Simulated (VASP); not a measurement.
# La5Si15HRh5 (a cell with a defect) in VASP: single point with PBEsol

Aim: the single point of La5Si15HRh5 (a cell with a defect) with PBEsol.

Everything below comes from runs of VASP 6.6.1. Logs are shortened: lines on timing, memory, paths and dates and some standing lists are left out, and cuts for length are marked.

### 1 The cell of the first run

The cell holds a defect, 26 atoms: a = 8.299 Å, b = 8.299 Å, c = 8.299 Å, α = 107.75°, β = 110.34°, γ = 110.34°.

### 2 Single point, PBEsol

File INCAR:

```
SYSTEM = La5Si15HRh5
  ALGO = Normal
  EDIFF = 1E-6
  ENCUT = 520
  GGA = PS
  ISIF = 2
  ISMEAR = 0
  LASPH = .True.
  LCHARG = .False.
  LREAL = Auto
  LWAVE = .False.
  NBANDS = 114
  NELM = 60
  PREC = Accurate
  SIGMA = 0.05
```

File KPOINTS:

```
k-points
0
Gamma
  3 3 3
  0 0 0
```

File POSCAR:

```
La5Si15HRh5
1.0
   -6.3594752482     -2.1198250827      4.8931473492
   -2.1198250827      6.3594752482     -4.8931473492
    2.1198250827     -6.3594752482     -4.8931473492
La Rh Si H
5 5 15 1
Direct
    0.3929055467      0.6017140185      0.7977885696
    0.0044059895      1.0099534733      1.0029302075
    0.1984116543      0.8025183408      0.3998799453
    0.7984142244      0.2023996895      0.5991513803
    0.5974790356      0.4014996149      0.1953410617
    0.3997313071      0.9498259100      0.1461382419
    0.9982357709      0.3491720917      0.3449751440
    0.1987243993      0.1496770943      0.7463713142
    0.7965156655      0.5507482647      0.9407270750
    0.5987869841      0.7481256379      0.5453853449
    0.3969441278      0.1898797653      0.3874882853
    0.0001076495      0.5918439364      0.5881683635
    0.1986288393      0.3931232189      0.9884184288
    0.8002551779      0.7944038390      0.1957165416
    0.5987957097      0.9917199169      0.7881936573
    0.4972128176      0.7400185717      0.2372267283
    0.0984759458      0.1413923147      0.4379816327
    0.2994686011      0.9415131591      0.8379102881
    0.8978825944      0.3405191847      0.0370703753
    0.6953441303      0.5312334442      0.6215872180
    0.6997173212      0.0390836327      0.1378390021
    0.2988940658      0.4411461287      0.3381381663
    0.4965182811      0.2369569427      0.7358127544
    0.1017397805      0.6416714938      0.9388393171
    0.9009971775      0.8401260723      0.5422986783
    0.7258592684      0.6887969427      0.8624189370
```

Potentials or basis: VASP PAW PBE potentials, release 64 (La, Rh_pv, Si, H).

The run is started by

```bash
cat potpaw_PBE.64/La/POTCAR potpaw_PBE.64/Rh_pv/POTCAR potpaw_PBE.64/Si/POTCAR potpaw_PBE.64/H/POTCAR > POTCAR
mpirun -np 1 vasp_std > vasp.out
```

OUTCAR:

```text
SYSTEM = La5Si15HRh5
   EDIFF = 1E-6
   ENCUT = 520
   GGA = PS
   ISIF = 2
   ISMEAR = 0
   LASPH = .True.
   LREAL = Auto
   NELM = 60
   PREC = Accurate

 ion  position               nearest neighbor table
   1  0.393  0.602  0.798-  12 3.07  13 3.10  24 3.10  18 3.13  15 3.13  16 3.15  21 3.16  14 3.19
                            17 3.31  22 3.32   7 3.33   8 3.35   9 3.37  23 3.37  10 3.37   6 3.37
   2  0.004  0.010  0.003-  11 3.08  13 3.09  22 3.11  19 3.13  15 3.14  17 3.14  21 3.15  14 3.19
                            25 3.31  18 3.32   8 3.33   6 3.35  24 3.36   7 3.36   9 3.37  10 3.39
   3  0.198  0.803  0.400-  12 3.11  14 3.11  11 3.11  15 3.12  23 3.13  18 3.15  25 3.15  17 3.16
                            16 3.32  22 3.32  24 3.33  19 3.33   7 3.35  10 3.36   6 3.36   9 3.39
   4  0.798  0.202  0.599-  20 3.10  15 3.12  13 3.12  11 3.13  12 3.13  19 3.15  23 3.15  24 3.16
                            17 3.32  21 3.32  16 3.33  25 3.34   6 3.35   8 3.35  10 3.36   7 3.36
   5  0.597  0.401  0.195-  20 3.07  14 3.10  13 3.12  12 3.15  11 3.15  16 3.15  22 3.17  25 3.18
                            23 3.30  18 3.30  19 3.31   8 3.33  21 3.34   6 3.35   7 3.35   9 3.37
   6  0.400  0.950  0.146-  24 2.36  11 2.37  18 2.37  16 2.37  21 2.37   4 3.35   2 3.35   5 3.35
                             3 3.36   1 3.37
   7  0.998  0.349  0.345-  19 2.37  12 2.37  22 2.37  17 2.37  21 2.37   1 3.33   3 3.35   5 3.35
                             4 3.36   2 3.36
   8  0.199  0.150  0.746-  23 2.36  25 2.37  17 2.37  18 2.37  13 2.38   2 3.33   5 3.33   1 3.35
                             4 3.35   3 3.39
   9  0.797  0.551  0.941-  26 1.65  24 2.39  23 2.39  19 2.41  20 2.42  14 2.42   5 3.37   1 3.37
[... 18 lines left out ...]
                             1 3.13   3 3.15   5 3.30   2 3.32
  19  0.898  0.341  0.037-   7 2.37   9 2.41  15 2.57  13 2.58  23 3.00  22 3.01  21 3.01  24 3.01
                             2 3.13   4 3.15   5 3.31   3 3.33
  20  0.695  0.531  0.622-  26 1.90  10 2.37   9 2.42  11 2.52  12 2.53  25 2.95  22 2.96  23 3.05
                            24 3.06   5 3.07   4 3.10
  21  0.700  0.039  0.138-   6 2.37   7 2.37  14 2.56  15 2.58  17 2.98  16 3.00  19 3.01  18 3.01
                             2 3.15   1 3.16   4 3.32   5 3.34
  22  0.299  0.441  0.338-  10 2.36   7 2.37  11 2.58  13 2.58  20 2.96  16 2.99  17 3.00  19 3.01
                             2 3.11   5 3.17   1 3.32   3 3.32
  23  0.497  0.237  0.736-   8 2.36   9 2.39  15 2.56  11 2.57  18 2.97  17 2.99  19 3.00  20 3.05
                             3 3.13   4 3.15   5 3.30   1 3.37
  24  0.102  0.642  0.939-   6 2.36   9 2.39  13 2.55  12 2.58  16 2.97  18 3.00  19 3.01  20 3.06
                             1 3.10   4 3.16   3 3.33   2 3.36
  25  0.901  0.840  0.542-   8 2.37  10 2.37  12 2.55  14 2.56  20 2.95  18 2.97  17 3.02  16 3.04
                             3 3.15   5 3.18   2 3.31   4 3.34
  26  0.726  0.689  0.862-   9 1.65  20 1.90

  LATTYP: Found a body centered tetragonal cell.
 ALAT       =     9.4801459708
 C/A-ratio  =     1.0322936723

  Lattice vectors:

 A1 = (   2.1198250827,  -6.3594752482,   4.8931473492)
 A2 = (  -2.1198250827,   6.3594752482,   4.8931473492)
 A3 = (  -6.3594752482,  -2.1198250827,  -4.8931473492)

Analysis of symmetry for initial positions (statically):
=====================================================================
 Subroutine PRICEL returns:
 Original cell was already a primitive cell.

 Routine SETGRP: Setting up the symmetry group for a
 body centered tetragonal supercell.

 Subroutine GETGRP returns: Found  1 space group operations
 (whereof  1 operations were pure point group operations)
 out of a pool of 16 trial point group operations.

The static configuration has the point symmetry C_1 .

Analysis of symmetry for dynamics (positions and initial velocities):
=====================================================================
 Subroutine PRICEL returns:
 Original cell was already a primitive cell.

 Routine SETGRP: Setting up the symmetry group for a
 body centered tetragonal supercell.

 Subroutine GETGRP returns: Found  1 space group operations
 (whereof  1 operations were pure point group operations)
 out of a pool of 16 trial point group operations.

The dynamic configuration has the point symmetry C_1 .

 Subroutine INISYM returns: Found  1 space group operations
 (whereof  1 operations are pure point group operations),
 and found     1 'primitive' translations

----------------------------------------------------------------------------------------

                                     Primitive cell

  volume of cell :     439.7627

  direct lattice vectors                    reciprocal lattice vectors
    -6.359475248 -2.119825083  4.893147349    -0.141521111 -0.047173704  0.000000000
    -2.119825083  6.359475248 -4.893147349    -0.094347407  0.047173704 -0.102183720
     2.119825083 -6.359475248 -4.893147349    -0.047173704 -0.094347407 -0.102183720

  length of vectors
     8.299365927  8.299365927  8.299365927     0.149176349  0.146861514  0.146861514

  position of ions in fractional coordinates (direct lattice)
     0.392905547  0.601714018  0.797788570
     0.004405990  0.009953473  0.002930208
     0.198411654  0.802518341  0.399879945
     0.798414224  0.202399689  0.599151380
     0.597479036  0.401499615  0.195341062
     0.399731307  0.949825910  0.146138242
[... 18 lines left out ...]
     0.900997178  0.840126072  0.542298678
     0.725859268  0.688796943  0.862418937

  ion indices of the primitive-cell ions
   primitive index   ion index
                 1           1
                 2           2
                 3           3
                 4           4
                 5           5
                 6           6
[... 18 lines left out ...]
                25          25
                26          26

----------------------------------------------------------------------------------------

 KPOINTS: k-points

Automatic generation of k-mesh.
 Grid dimensions read from file:
 generate k-points for:    3    3    3

 Generating k-lattice:

  Cartesian coordinates                     Fractional coordinates (reciprocal lattice)
    -0.047173704 -0.015724568  0.000000000     0.333333333 -0.000000000  0.000000000
    -0.031449136  0.015724568 -0.034061240     0.000000000  0.333333333  0.000000000
    -0.015724568 -0.031449136 -0.034061240     0.000000000  0.000000000  0.333333333

  Length of vectors
     0.049725450  0.048953838  0.048953838

  Shift w.r.t. Gamma in fractional coordinates (k-lattice)
     0.000000000  0.000000000  0.000000000

 Subroutine IBZKPT returns following result:
 ===========================================

 Found     14 irreducible k-points:

 Following reciprocal coordinates:
            Coordinates               Weight
  0.000000  0.000000  0.000000      1.000000
  0.333333  0.000000 -0.000000      2.000000
  0.000000 -0.333333  0.333333      2.000000
  0.000000  0.333333 -0.000000      2.000000
  0.000000 -0.000000  0.333333      2.000000
 -0.333333 -0.000000  0.333333      2.000000
 -0.333333  0.333333 -0.000000      2.000000
  0.333333  0.333333 -0.000000      2.000000
  0.000000 -0.333333 -0.333333      2.000000
  0.333333  0.000000  0.333333      2.000000
 -0.333333 -0.333333 -0.333333      2.000000
 -0.333333  0.333333  0.333333      2.000000
  0.333333 -0.333333  0.333333      2.000000
 -0.333333 -0.333333  0.333333      2.000000
   k-points           NKPTS =     14   k-points in BZ     NKDIM =     14   number of bands    NBANDS=    114
   number of dos      NEDOS =    301   number of ions     NIONS =     26
   total plane-waves  NPLWV = 262144
   dimension x,y,z NGX =    64 NGY =   64 NGZ =   64
   dimension x,y,z NGXF=   128 NGYF=  128 NGZF=  128
   ions per type =               5   5  15   1
   NGX,Y,Z   is equivalent  to a cutoff of  12.82, 12.82, 12.82 a.u.
   NGXF,Y,Z  is equivalent  to a cutoff of  25.64, 25.64, 25.64 a.u.
 SYSTEM =  La5Si15HRh5
   PREC   = accura    normal or accurate (medium, high low for compatibility)
   ISTART =      0    job   : 0-new  1-cont  2-samecut
   ICHARG =      2    charge: 1-file 2-atom 10-const
   ISPIN  =      1    spin polarized calculation?
   LNONCOLLINEAR =      F non collinear calculations
   LSORBIT =      F    spin-orbit coupling
   LASPH  =      T    aspherical Exc in radial PAW
   ENCUT  =  520.0 eV  38.22 Ry    6.18 a.u.  15.43 15.43 15.43*2*pi/ulx,y,z
   NELM   =     60;   NELMIN=  2; NELMDL= -5     # of ELM steps
   EDIFF  = 0.1E-05   stopping-criterion for ELM
   LREAL  =      T    real-space projection
   EDIFFG = 0.1E-04   stopping-criterion for IOM
   NSW    =      0    number of steps for IOM
   IBRION =     -1    ionic relax: 0-MD 1-quasi-New 2-CG
   NFREE  =      0    steps in history (QN), initial steepest desc. (CG)
   ISIF   =      2    stress and relaxation
   ISYM   =      2    0-nonsym 1-usesym 2-fastsym
   POTIM  = 0.5000    time-step for ionic-motion
   TEBEG  =    0.0;   TEEND  =   0.0 temperature during run
   PSTRESS=    0.0 pullay stress
   NELECT =     191.0000    total number of electrons
   NUPDOWN=      -1.0000    fix difference up-down
   EMIN   =  10.00;   EMAX   =-10.00  energy-range for DOS
   EFERMI =   0.00;   METHOD = LEGACY
   ISMEAR =     0;   SIGMA  =   0.05  broadening in eV -4-tet -1-fermi 0-gaus
   EFERMI_NEDOS =   21; number of points for ismear=-14 and -15
   IALGO  =     38    algorithm
   IMIX   =      4    mixing-type and parameters
     AMIX     =   0.40;   BMIX     =  1.00
     AMIX_MAG =   1.60;   BMIX_MAG =  1.00
  volume/ion in A,a.u.               =      16.91       114.14
  Fermi-wavevector in a.u.,A,eV,Ry     =   1.239785  2.342855 20.913076  1.537068
  Thomas-Fermi vector in A             =   2.374254
   LORBIT       =      0    0 simple, 1 ext, 2 COOP (PROOUT), +10 PAW based schemes
   GGA     = PS    functional components
   LHFCALC =     F    Hartree Fock is set to
   AEXX    =    0.0000 exact exchange contribution
   IVDW    =     0    specifies the selected vdW correction
   LEPSILON=     F    determine dielectric tensor
   LRPA    =     F    only Hartree local field effects (RPA)
 non-spin polarized calculation
 Gauss-broadening in eV      SIGMA  =   0.05
  energy-cutoff  :      520.00
  volume of cell :      439.76
 maximum number of plane-waves:     11847
 NGX is ok and might be reduce to    64
   NGX = 31   NGY = 31   NGZ = 31

 number of electron     191.0000006 magnetization

 Free energy of the ion-electron system (eV)
  ---------------------------------------------------
  ext. energy  EPLUGINS =         0.00000000
  ---------------------------------------------------
  free energy    TOTEN  =      -179.20438038 eV

  energy without entropy =     -179.18346825  energy(sigma->0) =     -179.19392431

 E-fermi :  10.0781     XC(G=0): -11.4162

 val. band max:       10.0726116853   @ k =   0.0000  -0.3333  -0.3333
 cond. band min:      10.0867149237   @ k =   0.3333   0.0000   0.3333
 fundamental gap:      0.0141032383
 Fermi energy:        10.0780773602

 k-point     1 :       0.0000    0.0000    0.0000
  band No.  band energies     occupation
      1     -37.0736      2.00000
      2     -36.8714      2.00000
      3     -36.7997      2.00000
      4     -36.6341      2.00000
      5     -36.6268      2.00000
      6     -36.6153      2.00000
[... 1529 lines left out ...]
    106      11.9648      0.00000
    107      12.0601      0.00000
 [bands above 107 left out]

------------------------ aborting loop because EDIFF is reached ----------------------------------------

  FORCE on cell =-STRESS in cart. coord.  units (eV):
  Direction    XX          YY          ZZ          XY          YZ          ZX
  --------------------------------------------------------------------------------------
  -------------------------------------------------------------------------------------
  Total        3.9368843      2.0838626      0.5498322      0.1754595      0.4870428      0.0242763
  in kB       14.3431615      7.5920894      2.0031914      0.6392477      1.7744321      0.0884451
  external PRESSURE =       7.9794808 kB  Pullay stress =       0.0000000 kB

 VOLUME and BASIS-vectors are now :
 -----------------------------------------------------------------------------
  energy-cutoff  :      520.00
  volume of cell :      439.76
      direct lattice vectors                 reciprocal lattice vectors
    -6.359475248 -2.119825083  4.893147349    -0.141521111 -0.047173704  0.000000000
    -2.119825083  6.359475248 -4.893147349    -0.094347407  0.047173704 -0.102183720
     2.119825083 -6.359475248 -4.893147349    -0.047173704 -0.094347407 -0.102183720

 POSITION                                       TOTAL-FORCE (eV/Angst)
 -----------------------------------------------------------------------------------
     -2.08303     -2.07982     -4.92543         0.002153      0.000775      0.000823
     -0.04291      0.03532     -0.04148        -0.001601     -0.000568      0.003392
     -2.11532      2.13997     -4.91265        -0.002377      0.000716      0.002200
     -4.23645     -4.21563     -0.01535         0.000716     -0.000866      0.002581
     -4.23667      0.04451      0.00312         0.001328      0.000981      0.000826
     -4.24576      4.26367     -3.40677        -0.000773      0.002021     -0.013546
[... 18 lines left out ...]
     -6.36121     -0.01593     -2.35570         0.002951     -0.000781      0.006028
     -4.24804     -2.64284     -4.03859         0.000878      0.008332     -0.003265
 -----------------------------------------------------------------------------------
    total drift:                                0.006069      0.001257     -0.010343

  FREE ENERGIE OF THE ION-ELECTRON SYSTEM (eV)
  ---------------------------------------------------
  free  energy   TOTEN  =      -179.2043803776 eV

  energy  without entropy=     -179.1834682523  energy(sigma->0) =     -179.19392431
```

Wall time 21 min (1 thread of Intel Xeon Platinum 8559C (Emerald Rapids), shared host); peak memory 0.87 GiB.

What came out:

```yaml
Free_energy: -179.2044 eV
Pressure: 0.8 GPa
Largest_force: 0.017 eV/Å
Band_gap_on_the_k_mesh: zero (an odd number of electrons rules out a gap without spin polarisation)
```

Forces on the atoms (eV/Å):
```
La   0.002  0.001  0.001
La  -0.002 -0.001  0.003
La  -0.002  0.001  0.002
La   0.001 -0.001  0.003
La   0.001  0.001  0.001
Rh  -0.001  0.002 -0.014
Rh   0.000  0.000 -0.012
Rh   0.000  0.000 -0.012
Rh   0.001 -0.010 -0.007
Rh   0.001  0.002 -0.017
Si   0.001  0.000 -0.001
Si   0.002  0.000  0.001
Si   0.001 -0.001 -0.003
Si   0.001  0.001 -0.001
Si  -0.002 -0.002 -0.003
Si   0.000  0.001  0.005
Si  -0.003 -0.001  0.005
Si  -0.001  0.001  0.004
Si   0.002  0.005  0.005
Si  -0.003 -0.004  0.011
Si   0.001 -0.002  0.009
Si  -0.002 -0.003  0.005
Si  -0.003  0.000  0.005
Si   0.002  0.002  0.005
Si   0.003 -0.001  0.006
H    0.001  0.008 -0.003
```

Caveat: the PAW data sets were made with another functional, which shifts forces and pressure a little; spin-orbit coupling is left out, which moves the levels of the heavy elements; an odd number of electrons without spin polarisation forces a metal; a magnetic or distorted state may lie lower.
